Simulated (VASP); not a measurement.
Here is a VASP 6.6.1 calculation.

The input INCAR:

```
SYSTEM = GaP
PREC     = Accurate       ! precision mode
ENCUT    = 500            ! plane-wave cutoff, eV
EDIFF    = 1E-8           ! SCF threshold, eV
ISMEAR   = 0              ! smearing method
SIGMA    = 0.01           ! smearing width, eV
LREAL    = .False.        ! projectors in reciprocal space
LASPH    = .True.         ! aspherical terms in the spheres
NELM     = 120            ! most SCF steps
ALGO     = Normal         ! electronic algorithm
ISIF     = 2              ! what is computed and relaxed
LWAVE    = .False.        ! write WAVECAR
LCHARG   = .False.        ! write CHGCAR
GGA      = PS             ! functional
NBANDS   = 16             ! bands
IBRION   = 8              ! ionic algorithm
NSW      = 1              ! ionic steps
GGA_COMPAT= .False.
```

Contents of KPOINTS:

```
regular mesh
0
Gamma
  8 8 8
  0 0 0
```

File POSCAR:

```
GaP
1.0
    0.0000000000      2.7192640295      2.7192640295
    2.7192640295      0.0000000000      2.7192640295
    2.7192640295      2.7192640295      0.0000000000
Ga P
1 1
Direct
    0.0000000000      0.0000000000      0.0000000000
    0.7500000000      0.7500000000      0.7500000000
```

Potentials or basis: VASP PAW PBE potentials, release 64 (Ga_d, P).

Launch:

```sh
$ cat potpaw_PBE.64/Ga_d/POTCAR potpaw_PBE.64/P/POTCAR > POTCAR
$ mpirun -np 1 vasp_std > vasp.out
```

Problem. Estimate the highest phonon frequency at Γ, LO-TO splitting left out.

Solution. 356 cm⁻¹.

Phonon frequencies in cm⁻¹ (negative: imaginary):
```
              q point        frequencies
(0.000, 0.000, 0.000)  0 0 0 356 356 356
```
